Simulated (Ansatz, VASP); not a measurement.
**One calculation of C, two programs**

File INCAR:

```
SYSTEM = C
ALGO = Normal
EDIFF = 1E-6
EDIFFG = -0.01
ENCUT = 600
GGA = PS
IBRION = 2
ISIF = 3
ISMEAR = 0
IVDW = 12
LASPH = .TRUE.
LCHARG = .FALSE.
LREAL = .FALSE.
LWAVE = .FALSE.
NELM = 80
NSW = 80
PREC = Accurate
SIGMA = 0.05
```

KPOINTS

```
k-points
0
G
  15 15 15
  0 0 0
```

Contents of POSCAR:

```
C
1.0
    0.0000000000      2.1270000000      3.3480000000
    1.2280000000      0.0000000000      3.3480000000
    1.2280000000      2.1270000000      0.0000000000
C
2
Direct
    0.1666700000      0.8333300000      0.1666700000
    0.8333300000      0.1666700000      0.8333300000
```

Input for Ansatz:

```yaml
crystal:
  lattice:
    - [0.0, 2.127, 3.348]
    - [1.228, 0.0, 3.348]
    - [1.228, 2.127, 0.0]
  atoms:
    - { symbol: C, position: [0.16667, 0.83333, 0.16667] }
    - { symbol: C, position: [0.83333, 0.16667000000000004, 0.83333] }
kpoints:
  mp_grid:
    grid: [15, 15, 15]
hamiltonian:
  xc: pbesol
  dispersion: d3bj
scf:
  convergence:
    dr2_threshold: 1.0e-09
  occupations:
    method: gaussian
    width: 0.05
relax:
  f_tol: 0.01
  cell: {}
```

Alike in both runs: task relaxation of cell and atoms; functional PBEsol; dispersion D3(BJ); k mesh 15 × 15 × 15; occupations gaussian, width 0.05 eV; no spin polarisation.

|  | VASP | Ansatz |
| --- | --- | --- |
| version | VASP 6.6.1 | Ansatz 0.2.0 |
| potentials or method | VASP PAW PBE potentials, release 64 (C) | plane waves, PAW |
| plane-wave cutoff (eV) | 600 | 420 |
| valence electrons in the cell | 8 | 8 |

```csv
,VASP,Ansatz,Ansatz less VASP
relaxed volume (Å³/atom),8.65,8.69,+0.036
relaxed cell length with the largest relative difference (Å),3.525,3.540,+0.0152
```

VASP's potentials were made for PBE, not for PBEsol. Ansatz's warnings: stress scf threshold loose.
